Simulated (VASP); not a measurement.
# Pt (Fm-3m) in VASP: notebook, part 3 of 3

VASP 6.6.1. The steps go on from the part before.

**6. Relaxation of cell and atoms, LDA+U**

This run uses another cell than the first one, of 18.85 Å³/atom, 1.250 times its volume.

File INCAR:

```
SYSTEM = Pt
  ALGO = Normal
  EDIFF = 1E-7
  EDIFFG = -0.01
  ENCUT = 600
  GGA = CA
  IBRION = 2
  ISIF = 3
  ISMEAR = -1
  LASPH = .TRUE.
  LCHARG = .FALSE.
  LDAU = .TRUE.
  LDAUJ = 0
  LDAUL = 2
  LDAUPRINT = 1
  LDAUTYPE = 2
  LDAUU = 3.5
  LMAXMIX = 4
  LREAL = .FALSE.
  LWAVE = .FALSE.
  NELM = 150
  NSW = 80
  PREC = Accurate
  SIGMA = 0.15
```

File KPOINTS:

```
k-points
0
G
  12 12 12
  0 0 0
```

File POSCAR:

```
Pt
1.0
    0.0000000000      2.1123154918      2.1123154918
    2.1123154918      0.0000000000      2.1123154918
    2.1123154918      2.1123154918      0.0000000000
Pt
1
Direct
    0.0000000000      0.0000000000      0.0000000000
```

Potentials or basis: VASP PAW LDA potentials, release 64 (Pt).

Command:

```console
$ cat potpaw_LDA.64/Pt/POTCAR > POTCAR
$ mpirun -np 1 vasp_std > vasp.out
```

OUTCAR:

```text
SYSTEM = Pt
   EDIFF = 1E-7
   EDIFFG = -0.01
   ENCUT = 600
   GGA = CA
   IBRION = 2
   ISIF = 3
   ISMEAR = -1
   LASPH = .TRUE.
   LREAL = .FALSE.
   NELM = 150
   NSW = 80
   PREC = Accurate

 ion  position               nearest neighbor table
   1  0.000  0.000  0.000-

  LATTYP: Found a face centered cubic cell.
 ALAT       =     4.2246309836

  Lattice vectors:

 A1 = (   0.0000000000,   2.1123154918,   2.1123154918)
 A2 = (   2.1123154918,   0.0000000000,   2.1123154918)
 A3 = (   2.1123154918,   2.1123154918,   0.0000000000)

Analysis of symmetry for initial positions (statically):
=====================================================================
 Subroutine PRICEL returns:
 Original cell was already a primitive cell.

 Routine SETGRP: Setting up the symmetry group for a
 face centered cubic supercell.

 Subroutine GETGRP returns: Found 48 space group operations
 (whereof 48 operations were pure point group operations)
 out of a pool of 48 trial point group operations.

The static configuration has the point symmetry O_h .

Analysis of symmetry for dynamics (positions and initial velocities):
=====================================================================
 Subroutine PRICEL returns:
 Original cell was already a primitive cell.

 Routine SETGRP: Setting up the symmetry group for a
 face centered cubic supercell.

 Subroutine GETGRP returns: Found 48 space group operations
 (whereof 48 operations were pure point group operations)
 out of a pool of 48 trial point group operations.

The dynamic configuration has the point symmetry O_h .

 Subroutine INISYM returns: Found 48 space group operations
 (whereof 48 operations are pure point group operations),
 and found     1 'primitive' translations

----------------------------------------------------------------------------------------

                                     Primitive cell

  volume of cell :      18.8498

  direct lattice vectors                    reciprocal lattice vectors
     0.000000000  2.112315492  2.112315492    -0.236707065  0.236707065  0.236707065
     2.112315492  0.000000000  2.112315492     0.236707065 -0.236707065  0.236707065
     2.112315492  2.112315492  0.000000000     0.236707065  0.236707065 -0.236707065

  length of vectors
     2.987265217  2.987265217  2.987265217     0.409988663  0.409988663  0.409988663

  position of ions in fractional coordinates (direct lattice)
     0.000000000  0.000000000  0.000000000

  ion indices of the primitive-cell ions
   primitive index   ion index
                 1           1

----------------------------------------------------------------------------------------

 KPOINTS: k-points

Automatic generation of k-mesh.
 Grid dimensions read from file:
 generate k-points for:   12   12   12

 Generating k-lattice:

[... 112 lines left out ...]
  ---------------------------------------------------
  free energy    TOTEN  =        -4.30098529 eV

  energy without entropy =       -4.18343551  energy(sigma->0) =       -4.24221040

------------------------ aborting loop because EDIFF is reached ----------------------------------------

  FORCE on cell =-STRESS in cart. coord.  units (eV):
  Direction    XX          YY          ZZ          XY          YZ          ZX
  --------------------------------------------------------------------------------------
  -------------------------------------------------------------------------------------
  Total       -4.6941886     -4.6941886     -4.6941886      0.0000000      0.0000000     -0.0000000
  in kB     -398.9925363   -398.9925363   -398.9925363      0.0000000      0.0000000     -0.0000000
  external PRESSURE =    -398.9925363 kB  Pullay stress =       0.0000000 kB
[... 86 lines left out ...]
  FREE ENERGIE OF THE ION-ELECTRON SYSTEM (eV)
  ---------------------------------------------------
  free  energy   TOTEN  =        -4.7240549189 eV

  energy  without entropy=       -4.6178617882  energy(sigma->0) =       -4.67095835

 E-fermi :   9.2790     XC(G=0): -13.3437

 val. band max:        9.2681574489   @ k =   0.5000   0.1667   0.0000
 cond. band min:       9.2882178808   @ k =  -0.2500   0.4167   0.1667
 fundamental gap:      0.0200604319
 Fermi energy:         9.2790211003

 k-point     1 :       0.0000    0.0000    0.0000
  band No.  band energies     occupation
      1       0.4854      2.00000
      2       5.7392      2.00000
      3       5.7392      2.00000
      4       5.7392      2.00000
      5       7.4988      1.99999
      6       7.4988      1.99999
      7      24.9069      0.00000
      8      29.5310      0.00000
      9      29.5310      0.00000
[... 265 lines left out ...]
 k-point    24 :      -0.4167    0.1667    0.0000
  band No.  band energies     occupation
      1       3.4306      2.00000
      2       5.0606      2.00000
      3       6.1878      2.00000
      4       6.8892      2.00000
      5       8.9263      1.82607
      6      12.6873      0.00000
      7      15.5348      0.00000
      8      24.3751      0.00000
      9      26.7055      0.00000

 [... further k-points ...]

[... ionic steps 4 to 7 ...]

--------------------------------------- Ionic step        8  -------------------------------------------

 number of electron      10.0000001 magnetization

------------------------ aborting loop because EDIFF is reached ----------------------------------------
[... 59 lines left out ...]
  FREE ENERGIE OF THE ION-ELECTRON SYSTEM (eV)
  ---------------------------------------------------
  free  energy   TOTEN  =        -5.0951357846 eV

  energy  without entropy=       -5.0065254078  energy(sigma->0) =       -5.05083060

atom =   1  type =  1  l = 2

 onsite density matrix

spin component  1

  0.8168  0.0000 -0.0000 -0.0000 -0.0000
  0.0000  0.8168  0.0000 -0.0000  0.0000
 -0.0000  0.0000  0.8908  0.0000  0.0000
 -0.0000 -0.0000  0.0000  0.8168 -0.0000
 -0.0000  0.0000  0.0000 -0.0000  0.8908

spin component  2

  0.8168  0.0000 -0.0000 -0.0000 -0.0000
  0.0000  0.8168  0.0000 -0.0000  0.0000
 -0.0000  0.0000  0.8908  0.0000  0.0000
 -0.0000 -0.0000  0.0000  0.8168 -0.0000
 -0.0000  0.0000  0.0000 -0.0000  0.8908

 occupancies and eigenvectors

  o =  0.8168  v =  0.0000  0.0769 -0.0000  0.9970  0.0000  0.0000  0.0000  0.0000  0.0000  0.0000      0.0000  0.0000  0.0000  0.0000  0.0000  0.0000  0.0000  0.0000  0.0000  0.0000
  o =  0.8168  v =  0.0000  0.0000  0.0000  0.0000  0.0000  0.0000  0.0769 -0.0000  0.9970  0.0000      0.0000  0.0000  0.0000  0.0000  0.0000  0.0000  0.0000  0.0000  0.0000  0.0000
  o =  0.8168  v =  0.0000 -0.9970 -0.0000  0.0769 -0.0000  0.0000  0.0000  0.0000  0.0000  0.0000      0.0000  0.0000  0.0000  0.0000  0.0000  0.0000  0.0000  0.0000  0.0000  0.0000
  o =  0.8168  v =  0.0000  0.0000  0.0000  0.0000  0.0000  0.0000 -0.9970 -0.0000  0.0769 -0.0000      0.0000  0.0000  0.0000  0.0000  0.0000  0.0000  0.0000  0.0000  0.0000  0.0000
  o =  0.8168  v =  1.0000  0.0000  0.0000  0.0000  0.0000  0.0000  0.0000  0.0000  0.0000  0.0000      0.0000  0.0000  0.0000  0.0000  0.0000  0.0000  0.0000  0.0000  0.0000  0.0000
  o =  0.8168  v =  0.0000  0.0000  0.0000  0.0000  0.0000  1.0000  0.0000  0.0000  0.0000  0.0000      0.0000  0.0000  0.0000  0.0000  0.0000  0.0000  0.0000  0.0000  0.0000  0.0000
  o =  0.8908  v =  0.0000  0.0000  0.0000  0.0000  0.0000  0.0000 -0.0000  0.0117 -0.0000  0.9999      0.0000  0.0000  0.0000  0.0000  0.0000  0.0000  0.0000  0.0000  0.0000  0.0000
  o =  0.8908  v =  0.0000 -0.0000  0.0117 -0.0000  0.9999  0.0000  0.0000  0.0000  0.0000  0.0000      0.0000  0.0000  0.0000  0.0000  0.0000  0.0000  0.0000  0.0000  0.0000  0.0000
  o =  0.8908  v =  0.0000  0.0000  0.0000  0.0000  0.0000  0.0000  0.0000 -0.9999 -0.0000  0.0117      0.0000  0.0000  0.0000  0.0000  0.0000  0.0000  0.0000  0.0000  0.0000  0.0000
  o =  0.8908  v =  0.0000  0.0000 -0.9999 -0.0000  0.0117  0.0000  0.0000  0.0000  0.0000  0.0000      0.0000  0.0000  0.0000  0.0000  0.0000  0.0000  0.0000  0.0000  0.0000  0.0000

--------------------------------------- Ionic step       10  -------------------------------------------

 number of electron      10.0000001 magnetization

 Free energy of the ion-electron system (eV)
  ---------------------------------------------------
  ext. energy  EPLUGINS =         0.00000000
  ---------------------------------------------------
  free energy    TOTEN  =        -5.09754860 eV

  energy without entropy =       -5.01020542  energy(sigma->0) =       -5.05387701

 E-fermi :  11.4120     XC(G=0): -14.0070

 val. band max:       11.3904408175   @ k =  -0.4167   0.3333   0.0833
 cond. band min:      11.4246831098   @ k =  -0.2500   0.4167   0.1667
 fundamental gap:      0.0342422923
 Fermi energy:        11.4119637282

 k-point     1 :       0.0000    0.0000    0.0000
  band No.  band energies     occupation
      1       1.4201      2.00000
      2       7.1350      2.00000
      3       7.1350      2.00000
      4       7.1350      2.00000
      5       9.3285      2.00000
      6       9.3285      2.00000
      7      26.7878      0.00000
      8      32.0532      0.00000
      9      32.0532      0.00000
[... 304 lines left out ...]
  FREE ENERGIE OF THE ION-ELECTRON SYSTEM (eV)
  ---------------------------------------------------
  free  energy   TOTEN  =        -5.0975486029 eV

  energy  without entropy=       -5.0102054206  energy(sigma->0) =       -5.05387701

 reached required accuracy - stopping structural energy minimisation
```

OSZICAR:

```text
N       E                     dE             d eps       ncg     rms          rms(c)
DAV:   1     0.428088895808E+02    0.42809E+02   -0.58564E+03  1344   0.114E+03
DAV:   2    -0.399974272091E+01   -0.46809E+02   -0.44903E+02  1349   0.186E+02
DAV:   3    -0.455407470440E+01   -0.55433E+00   -0.54624E+00  1525   0.210E+01
[... 94 lines left out ...]
DAV:   2    -0.509834203834E+01    0.14942E-01   -0.43523E-02  1297   0.189E+00    0.408E-01
DAV:   3    -0.509747694772E+01    0.86509E-03   -0.45294E-03  1345   0.566E-01    0.138E-01
DAV:   4    -0.509754843353E+01   -0.71486E-04   -0.24369E-04  1453   0.128E-01    0.159E-02
DAV:   5    -0.509754801956E+01    0.41397E-06   -0.27827E-06  1345   0.166E-02    0.734E-03
DAV:   6    -0.509754855889E+01   -0.53933E-06   -0.10090E-06  1379   0.107E-02    0.675E-04
DAV:   7    -0.509754860292E+01   -0.44028E-07   -0.16259E-08   689   0.123E-03
  10 F= -.50975486E+01 E0= -.50538770E+01  d E =-.394020E-03
```

Run time: 50 s. Hardware: 1 thread of Intel Xeon 6975P-C, shared host; peak memory 0.17 GiB.

What came out:

| Property | Result |
| --- | --- |
| Free energy | -5.0975 eV |
| Relaxed volume | 14.19 Å³/atom |
| Relaxed cell | a = 2.717 Å, b = 2.717 Å, c = 2.717 Å, α = 60.00°, β = 60.00°, γ = 60.00° |
| Space group after relaxing (to 0.05 Å) | Fm-3m (No. 225) |
| Energy gained by relaxing | 796.6 meV/atom |
| Ionic steps | 10 |
| Pressure after relaxing | 0.0 GPa |
| Band gap on the k mesh | zero (band 5 reaches 11.96 eV, above the bottom of band 6 at 9.24 eV) |

Step by step:
| step | energy change (eV) | largest force (eV/Å) | pressure (GPa) | volume (Å³) |
| --- | --- | --- | --- | --- |
| 1 | 0.0000 | 0.0000 | -39.90 | 18.85 |
| 2 | 4.6029 | 0.0000 | 506.78 | 8.72 |
| 3 | -0.4231 | 0.0000 | -34.21 | 17.05 |
| 4 | -0.6436 | 0.0000 | -25.53 | 15.88 |
| 5 | -0.7730 | 0.0000 | 13.89 | 13.62 |
| 6 | -0.7954 | 0.0000 | -2.76 | 14.32 |
| 7 | -0.7966 | 0.0000 | -0.18 | 14.19 |
| 8 | -0.7962 | 0.0000 | 1.68 | 14.11 |
| 9 | -0.7942 | 0.0000 | -3.99 | 14.38 |
| 10 | -0.7966 | 0.0000 | 0.00 | 14.19 |

Final structure:
```
Pt
1.0
     0.00000    1.92139    1.92139
     1.92139    0.00000    1.92139
     1.92139    1.92139    0.00000
Pt
1
Direct
  0.00000 0.00000 0.00000
```

Levels at points of the mesh, in eV from the Fermi level:
```csv
k point,band 1,band 2,band 3,band 4,band 5,band 6,band 7,band 8,band 9
"(0.00, 0.00, 0.00)",-9.99,-4.28,-4.28,-4.28,-2.08,-2.08,15.38,20.64,20.64
"(0.50, 0.00, 0.00)",-7.82,-4.49,-4.49,-0.05,-0.05,0.22,6.85,14.95,20.28
"(0.50, 0.50, 0.00)",-7.97,-7.42,-0.23,0.55,0.55,2.62,10.10,12.50,12.50
```

Eigenvalues of the final occupation matrices:
```tsv
site	spin	trace	eigenvalues
site 1 d	1	4.23	0.82 0.82 0.82 0.89 0.89
site 1 d	2	4.23	0.82 0.82 0.82 0.89 0.89
```

Caveat: the electronic state changed during the relaxation; the volume moved by over 15 % at a fixed basis, so the end points are rough; spin-orbit coupling is left out, which moves the levels of the heavy elements; the volume moved by -25 % from the deposited cell, more than functionals usually miss; U without spin polarisation on a metal has little footing; the U is typed as a test and isn't derived for this compound.

**7. Overview**

| task | level | potentials or basis | spin | U | cell | k mesh | cutoff (eV) | smearing | gap on the mesh (eV) | pressure (GPa) | relaxed volume (Å³/atom) |
| --- | --- | --- | --- | --- | --- | --- | --- | --- | --- | --- | --- |
| single point | PBE | VASP PAW PBE potentials, release 64 (Pt) | non-collinear, zero start, SOC | - | a = 2.773 Å, angles 60.0°, 1 atom | 9 × 9 × 9 | 520 | fermi-dirac 0.05 eV | - | 9.7 | - |
| single point | RPBE+D3(BJ) | VASP PAW PBE potentials, release 64 (Pt) | off | - | a = 2.675 Å, angles 60.0°, 1 atom | 12 × 12 × 12 | 520 | fermi-dirac 0.05 eV | none | -0.6 | - |
| relaxation of cell and atoms | RPBE+D4 | VASP PAW PBE potentials, release 64 (Pt) | off | - | relaxed from a = 2.773 Å, angles 60.0°, 1 atom | 12 × 12 × 12 | 600 | fermi-dirac 0.05 eV | none | 0.0 | 15.05 |
| single point | LDA+U | VASP PAW LDA potentials, release 64 (Pt) | off | Pt d U = 3.5 eV | a = 2.733 Å, angles 60.0°, 1 atom | 12 × 12 × 12 | 520 | fermi-dirac 0.15 eV | none | -5.1 | - |
| relaxation of cell and atoms | LDA+U | VASP PAW LDA potentials, release 64 (Pt) | off | Pt d U = 3.5 eV | relaxed from a = 2.987 Å, angles 60.0°, 1 atom | 12 × 12 × 12 | 600 | fermi-dirac 0.15 eV | none | 0.0 | 14.19 |

Caveats: spin-orbit coupling is left out, which moves the levels of the heavy elements (some runs); the PAW data sets were made with another functional, which shifts forces and pressure a little (some runs); pairwise dispersion overbinds metals, which lowers pressure and volume (some runs); U without spin polarisation on a metal has little footing (some runs); the U is typed as a test and isn't derived for this compound (some runs); the electronic state changed during the relaxation (some runs); the volume moved by over 15 % at a fixed basis, so the end points are rough (some runs).

Total energies depend on the potentials used, so only differences within one code and one set of settings carry meaning.
